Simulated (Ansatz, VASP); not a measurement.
**BN: VASP beside Ansatz**

```
B N
1.0
     0.00000    1.80750    1.80750
     1.80750    0.00000    1.80750
     1.80750    1.80750    0.00000
B N
1 1
Direct
  0.00000 0.00000 0.00000
  0.75000 0.75000 0.75000
```

Alike in both runs: task relaxation of cell and atoms; functional PBE; k mesh 8 × 8 × 8; occupations gaussian, width 0.1 eV; no spin polarisation.

|  | VASP | Ansatz |
| --- | --- | --- |
| version | VASP 6.6.1 | Ansatz 0.2.0 |
| potentials or method | VASP PAW PBE potentials, release 64 (B, N), cutoff 600 eV | scalar-relativistic, plane waves, PAW |
| valence electrons in the cell | 8 | 8 |

|  | VASP | Ansatz | Ansatz less VASP |
| --- | --- | --- | --- |
| gap on the k mesh at the Fermi level, each at its own relaxed structure (eV) | 4.45 | 4.46 | +0.012 |
| relaxed volume (Å³/atom) | 5.95 | 5.95 | -0.001 |
| relaxed cell length with the largest relative difference (Å) | 2.563 | 2.563 | -0.0002 |
